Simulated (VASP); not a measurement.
# Mg2Sn (Fm-3m) in VASP: notebook

The runs below take Mg2Sn through single point, with PBE.

Program: VASP 6.6.1. These are calculated values, not measurements. Logs are shortened: lines on timing, memory, paths and dates and some standing lists are left out, and cuts for length are marked.

## (1) The cell of the first run

It takes space group Fm-3m (No. 225, cubic). Conventional cell: a = 6.422 Å, b = 6.422 Å, c = 6.422 Å, α = 90.00°, β = 90.00°, γ = 90.00°. Within 3.7 Å of Sn (site symmetry m-3m) lie 8 Mg at 2.78 Å. Within 3.7 Å of Mg (site symmetry -43m) lie 4 Sn at 2.78 Å and 6 Mg at 3.21 Å.

## (2) Single point, PBE (strain -5.0%)

INCAR

```
SYSTEM = Mg2Sn
ALGO     = Normal         ! electronic algorithm
EDIFF    = 1E-6           ! SCF threshold, eV
ENCUT    = 600            ! plane-wave cutoff, eV
GGA      = PE             ! functional
GGA_COMPAT= .False.      
ISIF     = 2              ! what is computed and relaxed
ISMEAR   = -1             ! smearing method
LASPH    = .True.         ! aspherical terms in the spheres
LCHARG   = .False.        ! write CHGCAR
LREAL    = .False.        ! projectors in reciprocal space
LWAVE    = .False.        ! write WAVECAR
NBANDS   = 16             ! bands
NELM     = 120            ! most SCF steps
PREC     = Accurate       ! precision mode
SIGMA    = 0.02           ! smearing width, eV
```

KPOINTS

```
k-points
0
Gamma
  6 6 6
  0 0 0
```

POSCAR

```
Mg2Sn
1.0
    0.0000000000      3.2109385188      3.2109385188
    3.2109385188      0.0000000000      3.2109385188
    3.2109385188      3.2109385188      0.0000000000
Sn Mg
1 2
Direct
    0.0000000000      0.0000000000      0.0000000000
    0.2500000000      0.2500000000      0.2500000000
    0.7500000000      0.7500000000      0.7500000000
```

Potentials or basis: VASP PAW PBE potentials, release 64 (Sn_d, Mg).

Launch:

```bash
cat potpaw_PBE.64/Sn_d/POTCAR potpaw_PBE.64/Mg/POTCAR > POTCAR
mpirun -np 1 vasp_std > vasp.out
```

OUTCAR:

```text
SYSTEM = Mg2Sn
   EDIFF = 1E-6
   ENCUT = 600
   GGA = PE
   ISIF = 2
   ISMEAR = -1
   LASPH = .True.
   LREAL = .False.
   NELM = 120
   PREC = Accurate

 ion  position               nearest neighbor table
   1  0.000  0.000  0.000-   3 2.78   3 2.78   3 2.78   2 2.78   3 2.78   2 2.78   2 2.78   2 2.78

   2  0.250  0.250  0.250-   1 2.78   1 2.78   1 2.78   1 2.78   3 3.21   3 3.21   3 3.21   3 3.21
                             3 3.21   3 3.21
   3  0.750  0.750  0.750-   1 2.78   1 2.78   1 2.78   1 2.78   2 3.21   2 3.21   2 3.21   2 3.21
                             2 3.21   2 3.21

  LATTYP: Found a face centered cubic cell.
 ALAT       =     6.4218770376

  Lattice vectors:

 A1 = (   0.0000000000,   3.2109385188,   3.2109385188)
 A2 = (   3.2109385188,   0.0000000000,   3.2109385188)
 A3 = (   3.2109385188,   3.2109385188,   0.0000000000)

Analysis of symmetry for initial positions (statically):
=====================================================================
 Subroutine PRICEL returns:
 Original cell was already a primitive cell.

 Routine SETGRP: Setting up the symmetry group for a
 face centered cubic supercell.

 Subroutine GETGRP returns: Found 48 space group operations
 (whereof 48 operations were pure point group operations)
 out of a pool of 48 trial point group operations.

The static configuration has the point symmetry O_h .

Analysis of symmetry for dynamics (positions and initial velocities):
=====================================================================
 Subroutine PRICEL returns:
 Original cell was already a primitive cell.

 Routine SETGRP: Setting up the symmetry group for a
 face centered cubic supercell.

 Subroutine GETGRP returns: Found 48 space group operations
 (whereof 48 operations were pure point group operations)
 out of a pool of 48 trial point group operations.

The dynamic configuration has the point symmetry O_h .

 Subroutine INISYM returns: Found 48 space group operations
 (whereof 48 operations are pure point group operations),
 and found     1 'primitive' translations

----------------------------------------------------------------------------------------

                                     Primitive cell

  volume of cell :      66.2104

  direct lattice vectors                    reciprocal lattice vectors
     0.000000000  3.210938519  3.210938519    -0.155717712  0.155717712  0.155717712
     3.210938519  0.000000000  3.210938519     0.155717712 -0.155717712  0.155717712
     3.210938519  3.210938519  0.000000000     0.155717712  0.155717712 -0.155717712

  length of vectors
     4.540952801  4.540952801  4.540952801     0.269710989  0.269710989  0.269710989

  position of ions in fractional coordinates (direct lattice)
     0.000000000  0.000000000  0.000000000
     0.250000000  0.250000000  0.250000000
     0.750000000  0.750000000  0.750000000

  ion indices of the primitive-cell ions
   primitive index   ion index
                 1           1
                 2           2
                 3           3

----------------------------------------------------------------------------------------

 KPOINTS: k-points

Automatic generation of k-mesh.
 Grid dimensions read from file:
 generate k-points for:    6    6    6

 Generating k-lattice:

  Cartesian coordinates                     Fractional coordinates (reciprocal lattice)
    -0.025952952  0.025952952  0.025952952     0.166666667  0.000000000  0.000000000
     0.025952952 -0.025952952  0.025952952     0.000000000  0.166666667  0.000000000
     0.025952952  0.025952952 -0.025952952     0.000000000  0.000000000  0.166666667

  Length of vectors
     0.044951832  0.044951832  0.044951832

  Shift w.r.t. Gamma in fractional coordinates (k-lattice)
     0.000000000  0.000000000  0.000000000

 Subroutine IBZKPT returns following result:
 ===========================================

 Found     16 irreducible k-points:

 Following reciprocal coordinates:
            Coordinates               Weight
  0.000000  0.000000  0.000000      1.000000
  0.166667  0.000000  0.000000      8.000000
  0.333333  0.000000  0.000000      8.000000
  0.500000  0.000000  0.000000      4.000000
  0.166667  0.166667  0.000000      6.000000
  0.333333  0.166667  0.000000     24.000000
[... 8 lines left out ...]
 -0.333333  0.333333  0.166667     24.000000
 -0.333333  0.500000  0.166667     12.000000
   k-points           NKPTS =     16   k-points in BZ     NKDIM =     16   number of bands    NBANDS=     16
   number of dos      NEDOS =    301   number of ions     NIONS =      3
   total plane-waves  NPLWV =  46656
   dimension x,y,z NGX =    36 NGY =   36 NGZ =   36
   dimension x,y,z NGXF=    72 NGYF=   72 NGZF=   72
   ions per type =               1   2
   NGX,Y,Z   is equivalent  to a cutoff of  13.18, 13.18, 13.18 a.u.
   NGXF,Y,Z  is equivalent  to a cutoff of  26.36, 26.36, 26.36 a.u.
 SYSTEM =  Mg2Sn
   PREC   = accura    normal or accurate (medium, high low for compatibility)
   ISTART =      0    job   : 0-new  1-cont  2-samecut
   ICHARG =      2    charge: 1-file 2-atom 10-const
   ISPIN  =      1    spin polarized calculation?
   LNONCOLLINEAR =      F non collinear calculations
   LSORBIT =      F    spin-orbit coupling
   LASPH  =      T    aspherical Exc in radial PAW
   ENCUT  =  600.0 eV  44.10 Ry    6.64 a.u.   9.07  9.07  9.07*2*pi/ulx,y,z
   NELM   =    120;   NELMIN=  2; NELMDL= -5     # of ELM steps
   EDIFF  = 0.1E-05   stopping-criterion for ELM
   LREAL  =      F    real-space projection
   EDIFFG = 0.1E-04   stopping-criterion for IOM
   NSW    =      0    number of steps for IOM
   IBRION =     -1    ionic relax: 0-MD 1-quasi-New 2-CG
   NFREE  =      0    steps in history (QN), initial steepest desc. (CG)
   ISIF   =      2    stress and relaxation
   ISYM   =      2    0-nonsym 1-usesym 2-fastsym
   POTIM  = 0.5000    time-step for ionic-motion
   TEBEG  =    0.0;   TEEND  =   0.0 temperature during run
   PSTRESS=    0.0 pullay stress
   NELECT =      18.0000    total number of electrons
   NUPDOWN=      -1.0000    fix difference up-down
   EMIN   =  10.00;   EMAX   =-10.00  energy-range for DOS
   EFERMI =   0.00;   METHOD = LEGACY
   ISMEAR =    -1;   SIGMA  =   0.02  broadening in eV -4-tet -1-fermi 0-gaus
   EFERMI_NEDOS =   21; number of points for ismear=-14 and -15
   IALGO  =     38    algorithm
   IMIX   =      4    mixing-type and parameters
     AMIX     =   0.40;   BMIX     =  1.00
     AMIX_MAG =   1.60;   BMIX_MAG =  1.00
  volume/ion in A,a.u.               =      22.07       148.94
  Fermi-wavevector in a.u.,A,eV,Ry     =   1.060532  2.004114 15.302848  1.124728
  Thomas-Fermi vector in A             =   2.195916
   LORBIT       =      0    0 simple, 1 ext, 2 COOP (PROOUT), +10 PAW based schemes
   GGA     = PE    functional components
   LHFCALC =     F    Hartree Fock is set to
   AEXX    =    0.0000 exact exchange contribution
   IVDW    =     0    specifies the selected vdW correction
   LEPSILON=     F    determine dielectric tensor
   LRPA    =     F    only Hartree local field effects (RPA)
 non-spin polarized calculation
  energy-cutoff  :      600.00
  volume of cell :       66.21
 maximum number of plane-waves:      2229
   NGX = 19   NGY = 19   NGZ = 19

 number of electron      18.0000006 magnetization

 Free energy of the ion-electron system (eV)
  ---------------------------------------------------
  ext. energy  EPLUGINS =         0.00000000
  ---------------------------------------------------
  free energy    TOTEN  =        -7.05207367 eV

  energy without entropy =       -7.05135593  energy(sigma->0) =       -7.05171480

 E-fermi :   5.4462     XC(G=0):  -9.3413

 val. band max:        5.4325110273   @ k =   0.5000   0.5000   0.0000
 cond. band min:       5.4602242588   @ k =   0.0000   0.0000   0.0000
 fundamental gap:      0.0277132315
 Fermi energy:         5.4462452433

 k-point     1 :       0.0000    0.0000    0.0000
  band No.  band energies     occupation
      1     -15.6016      2.00000
      2     -15.6016      2.00000
      3     -15.6016      2.00000
      4     -15.5431      2.00000
      5     -15.5431      2.00000
      6      -4.4105      2.00000
[... 8 lines left out ...]
     15      11.1656      0.00000
     16      11.1656      0.00000

 k-point     2 :       0.1667    0.0000    0.0000
  band No.  band energies     occupation
      1     -15.6013      2.00000
      2     -15.6000      2.00000
      3     -15.6000      2.00000
      4     -15.5429      2.00000
      5     -15.5429      2.00000
      6      -4.1490      2.00000
[... 8 lines left out ...]
     15      10.0580      0.00000
     16      10.9879      0.00000

 k-point     3 :       0.3333    0.0000    0.0000
  band No.  band energies     occupation
      1     -15.6008      2.00000
      2     -15.5970      2.00000
      3     -15.5970      2.00000
      4     -15.5423      2.00000
      5     -15.5423      2.00000
      6      -3.4415      2.00000
[... 8 lines left out ...]
     15      11.0614      0.00000
     16      12.2159      0.00000

 k-point     4 :       0.5000    0.0000    0.0000
  band No.  band energies     occupation
      1     -15.6005      2.00000
      2     -15.5956      2.00000
      3     -15.5956      2.00000
      4     -15.5419      2.00000
      5     -15.5419      2.00000
      6      -2.8642      2.00000
[... 8 lines left out ...]
     15      12.9515      0.00000
     16      14.0670      0.00000
[... 172 lines left out ...]
 k-point    14 :       0.5000    0.3333    0.1667
  band No.  band energies     occupation
      1     -15.6022      2.00000
      2     -15.5951      2.00000
      3     -15.5923      2.00000
      4     -15.5448      2.00000
      5     -15.5400      2.00000
      6      -2.8655      2.00000
[... 8 lines left out ...]
     15      12.8827      0.00000
     16      13.7434      0.00000

 k-point    15 :      -0.3333    0.3333    0.1667
  band No.  band energies     occupation
      1     -15.5988      2.00000
      2     -15.5978      2.00000
      3     -15.5908      2.00000
      4     -15.5443      2.00000
      5     -15.5403      2.00000
      6      -2.3989      2.00000
[... 8 lines left out ...]
     15      13.3909      0.00000
     16      14.1461      0.00000

 k-point    16 :      -0.3333    0.5000    0.1667
  band No.  band energies     occupation
      1     -15.6033      2.00000
      2     -15.5937      2.00000
      3     -15.5889      2.00000
      4     -15.5459      2.00000
      5     -15.5388      2.00000
      6      -2.1966      2.00000
[... 8 lines left out ...]
     15      14.3161      0.00000
     16      14.7832      0.00000

------------------------ aborting loop because EDIFF is reached ----------------------------------------

  FORCE on cell =-STRESS in cart. coord.  units (eV):
  Direction    XX          YY          ZZ          XY          YZ          ZX
  --------------------------------------------------------------------------------------
  -------------------------------------------------------------------------------------
  Total        4.3181853      4.3181853      4.3181853     -0.0000000     -0.0000000     -0.0000000
  in kB      104.4926857    104.4926857    104.4926857     -0.0000000     -0.0000000     -0.0000000
  external PRESSURE =     104.4926857 kB  Pullay stress =       0.0000000 kB

 VOLUME and BASIS-vectors are now :
 -----------------------------------------------------------------------------
  energy-cutoff  :      600.00
  volume of cell :       66.21
      direct lattice vectors                 reciprocal lattice vectors
     0.000000000  3.210938519  3.210938519    -0.155717712  0.155717712  0.155717712
     3.210938519  0.000000000  3.210938519     0.155717712 -0.155717712  0.155717712
     3.210938519  3.210938519  0.000000000     0.155717712  0.155717712 -0.155717712

 POSITION                                       TOTAL-FORCE (eV/Angst)
 -----------------------------------------------------------------------------------
      0.00000      0.00000      0.00000         0.000000      0.000000      0.000000
      1.60547      1.60547      1.60547        -0.000000     -0.000000     -0.000000
      4.81641      4.81641      4.81641         0.000000      0.000000      0.000000
 -----------------------------------------------------------------------------------
    total drift:                               -0.000000      0.000000     -0.000000

  FREE ENERGIE OF THE ION-ELECTRON SYSTEM (eV)
  ---------------------------------------------------
  free  energy   TOTEN  =        -7.0520736652 eV

  energy  without entropy=       -7.0513559269  energy(sigma->0) =       -7.05171480
```

Run time: 31 s. Hardware: 1 thread of AMD EPYC 7R43 (Zen 3), shared host; peak memory 0.17 GiB.

Results:

```
Free energy            : -7.0521 eV
Pressure               : 10.4 GPa
Band gap on the k mesh : zero (band 9 reaches 5.46 eV, above the bottom of band 10 at 5.43 eV)
```

Caveat: the cell differs from its parent crystal (strain -5.0%); spin-orbit coupling is left out, which moves the levels of the heavy elements.

## (3) Single point, PBE

This run uses another cell than the first one, of 25.74 Å³/atom, 1.166 times its volume.

INCAR

```
PREC = Accurate ; ENCUT = 600
EDIFF = 1E-6 ; ISMEAR = -1
SIGMA = 0.02 ; LREAL = False
LASPH = True ; NELM = 120
ALGO = Normal ; ISIF = 2
LWAVE = False ; LCHARG = True
GGA = PE ; LELF = True
LVHAR = True ; NBANDS = 16
GGA_COMPAT = False
```

KPOINTS

```
regular mesh
0
Gamma
  6 6 6
```

POSCAR

```
Mg2Sn
1.0
    0.0000000000      3.3799352829      3.3799352829
    3.3799352829      0.0000000000      3.3799352829
    3.3799352829      3.3799352829      0.0000000000
Sn Mg
1 2
Direct
    0.0000000000      0.0000000000      0.0000000000
    0.2500000000      0.2500000000      0.2500000000
    0.7500000000      0.7500000000      0.7500000000
```

Potentials or basis: VASP PAW PBE potentials, release 64 (Sn_d, Mg).

Launch:

```bash
cat potpaw_PBE.64/Sn_d/POTCAR potpaw_PBE.64/Mg/POTCAR > POTCAR
mpirun -np 1 vasp_std > vasp.out
```

It took 38 s on 1 thread of AMD EPYC 7R43 (Zen 3), shared host; peak memory 0.21 GiB.

Results (log left out):

```
Free energy            : -7.4024 eV
Pressure               : 1.1 GPa
Band gap on the k mesh : zero (band 9 reaches 4.29 eV, above the bottom of band 10 at 4.13 eV)
```

Levels at points of the mesh, in eV from the Fermi level:
```csv
k point,band 5,band 6,band 7,band 8,band 9,band 10,band 11,band 12,band 13,band 14
"(0.00, 0.00, 0.00)",-20.85,-9.03,0.08,0.08,0.08,1.50,2.22,2.22,2.22,4.11
"(0.50, 0.00, 0.00)",-20.85,-7.77,-4.74,-0.75,-0.75,0.74,2.29,2.29,4.03,6.97
"(0.50, 0.50, 0.00)",-20.85,-7.26,-4.52,-2.03,-2.03,-0.08,0.24,7.30,7.30,7.51
```

Caveat: spin-orbit coupling is left out, which moves the levels of the heavy elements.
